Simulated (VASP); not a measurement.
# Rb2CdPtC6N6 (Fm-3m) in VASP: single point with PBE

Aim: the single point of Rb2CdPtC6N6 with PBE.

Program: VASP 6.6.1. These are calculated values, not measurements. Logs are shortened: lines on timing, memory, paths and dates and some standing lists are left out, and cuts for length are marked.

### 1 The cell of the first run

The structure is cubic, space group Fm-3m (No. 225). Conventional cell: a = 10.357 Å, b = 10.357 Å, c = 10.357 Å, α = 90.00°, β = 90.00°, γ = 90.00°. Within 4.9 Å of Rb (site symmetry -43m) lie 12 N at 3.71 Å and 12 C at 3.71 Å and 4 Cd at 4.48 Å and 4 Pt at 4.48 Å. Within 2.7 Å of Cd (site symmetry m-3m) lie 6 C at 2.00 Å. Within 2.7 Å of Pt (site symmetry m-3m) lie 6 N at 2.01 Å. C (site symmetry 4mm) has 1 N at 1.17 Å within 1.6 Å. N (site symmetry 4mm) has 1 C at 1.17 Å within 1.6 Å.

### 2 Single point, PBE

INCAR reads:

```
SYSTEM = Rb2CdPtC6N6
  PREC = Accurate
  ENCUT = 520
  EDIFF = 1E-7
  ISMEAR = 0
  SIGMA = 0.1
  LREAL = Auto
  LASPH = .True.
  NELM = 60
  ALGO = Normal
  ISIF = 2
  LWAVE = .False.
  LCHARG = .False.
  GGA = PE
  NBANDS = 61
```

KPOINTS reads:

```
Automatic mesh
0
Gamma
  4 4 4
  0 0 0
```

POSCAR reads:

```
Rb2CdPtC6N6
1.0
    0.0000000000      5.1785000000      5.1785000000
    5.1785000000      0.0000000000      5.1785000000
    5.1785000000      5.1785000000      0.0000000000
Rb Cd Pt C N
2 1 1 6 6
Direct
    0.2500000000      0.2500000000      0.2500000000
    0.7500000000      0.7500000000      0.7500000000
    0.0000000000      0.0000000000      0.0000000000
    0.5000000000      0.5000000000      0.5000000000
    0.8067973400      0.1932026600      0.1932026600
    0.1932026600      0.8067973400      0.1932026600
    0.1932026600      0.1932026600      0.8067973400
    0.1932026600      0.8067973400      0.8067973400
    0.8067973400      0.1932026600      0.8067973400
    0.8067973400      0.8067973400      0.1932026600
    0.6938302600      0.3061697400      0.3061697400
    0.3061697400      0.6938302600      0.3061697400
    0.3061697400      0.3061697400      0.6938302600
    0.3061697400      0.6938302600      0.6938302600
    0.6938302600      0.3061697400      0.6938302600
    0.6938302600      0.6938302600      0.3061697400
```

Potentials or basis: VASP PAW PBE potentials, release 64 (Rb_sv, Cd, Pt, C, N).

Run with:

```bash
$ cat potpaw_PBE.64/Rb_sv/POTCAR potpaw_PBE.64/Cd/POTCAR potpaw_PBE.64/Pt/POTCAR potpaw_PBE.64/C/POTCAR potpaw_PBE.64/N/POTCAR > POTCAR
$ mpirun -np 1 vasp_std > vasp.out
```

OUTCAR:

```text
SYSTEM = Rb2CdPtC6N6
   PREC = Accurate
   ENCUT = 520
   EDIFF = 1E-7
   ISMEAR = 0
   LREAL = Auto
   LASPH = .True.
   NELM = 60
   ISIF = 2
   GGA = PE

 ion  position               nearest neighbor table
   1  0.250  0.250  0.250-  13 3.71  13 3.71  14 3.71  15 3.71  14 3.71  16 3.71  15 3.71  16 3.71
                            12 3.71  11 3.71  12 3.71  11 3.71   5 3.71   6 3.71   5 3.71   6 3.71
   2  0.750  0.750  0.750-  12 3.71  13 3.71  11 3.71  13 3.71  11 3.71  12 3.71  16 3.71  16 3.71
                            14 3.71  14 3.71  15 3.71  15 3.71   9 3.71   8 3.71   9 3.71   8 3.71
   3  0.000  0.000  0.000-   5 2.00   6 2.00   7 2.00   8 2.00   9 2.00  10 2.00   2 4.48   2 4.48
                             1 4.48   2 4.48   2 4.48   1 4.48   1 4.48   1 4.48
   4  0.500  0.500  0.500-  11 2.01  12 2.01  13 2.01  14 2.01  15 2.01  16 2.01   1 4.48   1 4.48
                             1 4.48   2 4.48   1 4.48   2 4.48   2 4.48   2 4.48
   5  0.807  0.193  0.193-  11 1.17   3 2.00   1 3.71   1 3.71   2 3.71   2 3.71
   6  0.193  0.807  0.193-  12 1.17   3 2.00   1 3.71   1 3.71   2 3.71   2 3.71
   7  0.193  0.193  0.807-  13 1.17   3 2.00   1 3.71   2 3.71   2 3.71   1 3.71
   8  0.193  0.807  0.807-  14 1.17   3 2.00   2 3.71   2 3.71   1 3.71   1 3.71
   9  0.807  0.193  0.807-  15 1.17   3 2.00   2 3.71   2 3.71   1 3.71   1 3.71
  10  0.807  0.807  0.193-  16 1.17   3 2.00   2 3.71   2 3.71   1 3.71   1 3.71
  11  0.694  0.306  0.306-   5 1.17   4 2.01   2 3.71   2 3.71   1 3.71   1 3.71
  12  0.306  0.694  0.306-   6 1.17   4 2.01   2 3.71   2 3.71   1 3.71   1 3.71
  13  0.306  0.306  0.694-   7 1.17   4 2.01   1 3.71   1 3.71   2 3.71   2 3.71
  14  0.306  0.694  0.694-   8 1.17   4 2.01   1 3.71   1 3.71   2 3.71   2 3.71
  15  0.694  0.306  0.694-   9 1.17   4 2.01   1 3.71   1 3.71   2 3.71   2 3.71
  16  0.694  0.694  0.306-  10 1.17   4 2.01   2 3.71   1 3.71   1 3.71   2 3.71

  LATTYP: Found a face centered cubic cell.
 ALAT       =    10.3570000000

  Lattice vectors:

 A1 = (   0.0000000000,   5.1785000000,   5.1785000000)
 A2 = (   5.1785000000,   0.0000000000,   5.1785000000)
 A3 = (   5.1785000000,   5.1785000000,   0.0000000000)

Analysis of symmetry for initial positions (statically):
=====================================================================
 Subroutine PRICEL returns:
 Original cell was already a primitive cell.

 Routine SETGRP: Setting up the symmetry group for a
 face centered cubic supercell.

 Subroutine GETGRP returns: Found 48 space group operations
 (whereof 48 operations were pure point group operations)
 out of a pool of 48 trial point group operations.

The static configuration has the point symmetry O_h .

Analysis of symmetry for dynamics (positions and initial velocities):
=====================================================================
 Subroutine PRICEL returns:
 Original cell was already a primitive cell.

 Routine SETGRP: Setting up the symmetry group for a
 face centered cubic supercell.

 Subroutine GETGRP returns: Found 48 space group operations
 (whereof 48 operations were pure point group operations)
 out of a pool of 48 trial point group operations.

The dynamic configuration has the point symmetry O_h .

 Subroutine INISYM returns: Found 48 space group operations
 (whereof 48 operations are pure point group operations),
 and found     1 'primitive' translations

----------------------------------------------------------------------------------------

                                     Primitive cell

  volume of cell :     277.7422

  direct lattice vectors                    reciprocal lattice vectors
     0.000000000  5.178500000  5.178500000    -0.096553056  0.096553056  0.096553056
     5.178500000  0.000000000  5.178500000     0.096553056 -0.096553056  0.096553056
     5.178500000  5.178500000  0.000000000     0.096553056  0.096553056 -0.096553056

  length of vectors
     7.323504933  7.323504933  7.323504933     0.167234798  0.167234798  0.167234798

  position of ions in fractional coordinates (direct lattice)
     0.250000000  0.250000000  0.250000000
     0.750000000  0.750000000  0.750000000
     0.000000000  0.000000000  0.000000000
     0.500000000  0.500000000  0.500000000
     0.806797340  0.193202660  0.193202660
     0.193202660  0.806797340  0.193202660
[... 8 lines left out ...]
     0.693830260  0.306169740  0.693830260
     0.693830260  0.693830260  0.306169740

  ion indices of the primitive-cell ions
   primitive index   ion index
                 1           1
                 2           2
                 3           3
                 4           4
                 5           5
                 6           6
[... 8 lines left out ...]
                15          15
                16          16

----------------------------------------------------------------------------------------

 KPOINTS: Automatic mesh

Automatic generation of k-mesh.
 Grid dimensions read from file:
 generate k-points for:    4    4    4

 Generating k-lattice:

  Cartesian coordinates                     Fractional coordinates (reciprocal lattice)
    -0.024138264  0.024138264  0.024138264     0.250000000  0.000000000  0.000000000
     0.024138264 -0.024138264  0.024138264     0.000000000  0.250000000  0.000000000
     0.024138264  0.024138264 -0.024138264     0.000000000  0.000000000  0.250000000

  Length of vectors
     0.041808700  0.041808700  0.041808700

  Shift w.r.t. Gamma in fractional coordinates (k-lattice)
     0.000000000  0.000000000  0.000000000

 Subroutine IBZKPT returns following result:
 ===========================================

 Found      8 irreducible k-points:

 Following reciprocal coordinates:
            Coordinates               Weight
  0.000000  0.000000  0.000000      1.000000
  0.250000  0.000000  0.000000      8.000000
  0.500000  0.000000  0.000000      4.000000
  0.250000  0.250000  0.000000      6.000000
  0.500000  0.250000  0.000000     24.000000
 -0.250000  0.250000  0.000000     12.000000
  0.500000  0.500000  0.000000      3.000000
 -0.250000  0.500000  0.250000      6.000000
   k-points           NKPTS =      8   k-points in BZ     NKDIM =      8   number of bands    NBANDS=     61
   number of dos      NEDOS =    301   number of ions     NIONS =     16
   total plane-waves  NPLWV = 157464
   dimension x,y,z NGX =    54 NGY =   54 NGZ =   54
   dimension x,y,z NGXF=   108 NGYF=  108 NGZF=  108
   ions per type =               2   1   1   6   6
   NGX,Y,Z   is equivalent  to a cutoff of  12.26, 12.26, 12.26 a.u.
   NGXF,Y,Z  is equivalent  to a cutoff of  24.52, 24.52, 24.52 a.u.
 SYSTEM =  Rb2CdPtC6N6
   PREC   = accura    normal or accurate (medium, high low for compatibility)
   ISTART =      0    job   : 0-new  1-cont  2-samecut
   ICHARG =      2    charge: 1-file 2-atom 10-const
   ISPIN  =      1    spin polarized calculation?
   LNONCOLLINEAR =      F non collinear calculations
   LSORBIT =      F    spin-orbit coupling
   LASPH  =      T    aspherical Exc in radial PAW
   ENCUT  =  520.0 eV  38.22 Ry    6.18 a.u.  13.62 13.62 13.62*2*pi/ulx,y,z
   NELM   =     60;   NELMIN=  2; NELMDL= -5     # of ELM steps
   EDIFF  = 0.1E-06   stopping-criterion for ELM
   LREAL  =      T    real-space projection
   EDIFFG = 0.1E-05   stopping-criterion for IOM
   NSW    =      0    number of steps for IOM
   IBRION =     -1    ionic relax: 0-MD 1-quasi-New 2-CG
   NFREE  =      0    steps in history (QN), initial steepest desc. (CG)
   ISIF   =      2    stress and relaxation
   ISYM   =      2    0-nonsym 1-usesym 2-fastsym
   POTIM  = 0.5000    time-step for ionic-motion
   TEBEG  =    0.0;   TEEND  =   0.0 temperature during run
   PSTRESS=    0.0 pullay stress
   NELECT =      94.0000    total number of electrons
   NUPDOWN=      -1.0000    fix difference up-down
   EMIN   =  10.00;   EMAX   =-10.00  energy-range for DOS
   EFERMI =   0.00;   METHOD = LEGACY
   ISMEAR =     0;   SIGMA  =   0.10  broadening in eV -4-tet -1-fermi 0-gaus
   EFERMI_NEDOS =   21; number of points for ismear=-14 and -15
   IALGO  =     38    algorithm
   IMIX   =      4    mixing-type and parameters
     AMIX     =   0.40;   BMIX     =  1.00
     AMIX_MAG =   1.60;   BMIX_MAG =  1.00
  volume/ion in A,a.u.               =      17.36       117.14
  Fermi-wavevector in a.u.,A,eV,Ry     =   1.140872  2.155935 17.709183  1.301588
  Thomas-Fermi vector in A             =   2.277573
   LORBIT       =      0    0 simple, 1 ext, 2 COOP (PROOUT), +10 PAW based schemes
   GGA     = PE    functional components
   LHFCALC =     F    Hartree Fock is set to
   AEXX    =    0.0000 exact exchange contribution
   IVDW    =     0    specifies the selected vdW correction
   LEPSILON=     F    determine dielectric tensor
   LRPA    =     F    only Hartree local field effects (RPA)
 non-spin polarized calculation
 Gauss-broadening in eV      SIGMA  =   0.10
  energy-cutoff  :      520.00
  volume of cell :      277.74
 maximum number of plane-waves:      7523
   NGX = 27   NGY = 27   NGZ = 27

 number of electron      93.9999990 magnetization

 Free energy of the ion-electron system (eV)
  ---------------------------------------------------
  ext. energy  EPLUGINS =         0.00000000
  ---------------------------------------------------
  free energy    TOTEN  =      -100.43214286 eV

  energy without entropy =     -100.37014356  energy(sigma->0) =     -100.40114321

 E-fermi :   4.5333     XC(G=0):  -8.4719

 val. band max:        4.4983436617   @ k =   0.5000   0.0000   0.0000
 cond. band min:       4.5608917447   @ k =  -0.2500   0.5000   0.2500
 fundamental gap:      0.0625480830
 Fermi energy:         4.5332528122

 k-point     1 :       0.0000    0.0000    0.0000
  band No.  band energies     occupation
      1     -25.6340      2.00000
      2     -25.6311      2.00000
      3     -16.8940      2.00000
      4     -16.5345      2.00000
      5     -16.5345      2.00000
      6     -16.5345      2.00000
[... 485 lines left out ...]
     58       6.4514      0.00000
     59       6.4514      0.00000
 [bands above 59 left out]

------------------------ aborting loop because EDIFF is reached ----------------------------------------

  FORCE on cell =-STRESS in cart. coord.  units (eV):
  Direction    XX          YY          ZZ          XY          YZ          ZX
  --------------------------------------------------------------------------------------
  -------------------------------------------------------------------------------------
  Total       40.4827786     40.4827786     40.4827786      0.0000000      0.0000000     -0.0000000
  in kB      233.5279991    233.5279991    233.5279991      0.0000000      0.0000000     -0.0000000
  external PRESSURE =     233.5279991 kB  Pullay stress =       0.0000000 kB

 VOLUME and BASIS-vectors are now :
 -----------------------------------------------------------------------------
  energy-cutoff  :      520.00
  volume of cell :      277.74
      direct lattice vectors                 reciprocal lattice vectors
     0.000000000  5.178500000  5.178500000    -0.096553056  0.096553056  0.096553056
     5.178500000  0.000000000  5.178500000     0.096553056 -0.096553056  0.096553056
     5.178500000  5.178500000  0.000000000     0.096553056  0.096553056 -0.096553056

 POSITION                                       TOTAL-FORCE (eV/Angst)
 -----------------------------------------------------------------------------------
      2.58925      2.58925      2.58925        -0.000000     -0.000000     -0.000000
      7.76775      7.76775      7.76775        -0.000000      0.000000      0.000000
      0.00000      0.00000      0.00000        -0.000000      0.000000     -0.000000
      5.17850      5.17850      5.17850        -0.000000      0.000000      0.000000
      2.00100      5.17850      5.17850         4.192668      0.000000      0.000000
      5.17850      2.00100      5.17850        -0.000000      4.192668      0.000000
[... 8 lines left out ...]
      5.17850      7.18600      5.17850        -0.000000      1.049498      0.000000
      5.17850      5.17850      7.18600        -0.000000      0.000000      1.049498
 -----------------------------------------------------------------------------------
    total drift:                               -0.000000      0.000000      0.000000

  FREE ENERGIE OF THE ION-ELECTRON SYSTEM (eV)
  ---------------------------------------------------
  free  energy   TOTEN  =      -100.4321428638 eV

  energy  without entropy=     -100.3701435588  energy(sigma->0) =     -100.40114321
```

Run time: 7.1 min. Hardware: 1 thread of Intel Xeon Platinum 8259CL at 2.50GHz (Skylake/Cascade Lake), shared host; peak memory 0.45 GiB.

Results:

```
Free energy            : -100.4321 eV
Pressure               : 23.4 GPa
Largest force          : 4.193 eV/Å
Band gap on the k mesh : zero (bands 47 and 48 overlap by 0.14 eV)
```

Forces on the atoms (eV/Å):
```
Rb   0.000  0.000  0.000
Rb   0.000  0.000  0.000
Cd   0.000  0.000  0.000
Pt   0.000  0.000  0.000
C    4.193  0.000  0.000
C    0.000  4.193  0.000
C    0.000  0.000  4.193
C   -4.193  0.000  0.000
C    0.000 -4.193  0.000
C    0.000  0.000 -4.193
N   -1.049  0.000  0.000
N    0.000 -1.049  0.000
N    0.000  0.000 -1.049
N    1.049  0.000  0.000
N    0.000  1.049  0.000
N    0.000  0.000  1.049
```

Levels at points of the mesh, in eV from the Fermi level:
```csv
k point,band 45,band 46,band 47,band 48,band 49,band 50
"(0.00, 0.00, 0.00)",-2.94,-2.94,-0.12,0.18,0.18,0.52
"(0.50, 0.00, 0.00)",-2.47,-2.47,-0.07,-0.07,-0.03,0.20
"(0.50, 0.50, 0.00)",-2.90,-2.70,-0.08,0.32,0.50,0.69
```

Caveat: the cell stands under pressure; spin-orbit coupling is left out, which moves the levels of the heavy elements; forces of over 1 eV/Å act on the atoms, so gaps and moduli don't describe the material at rest.
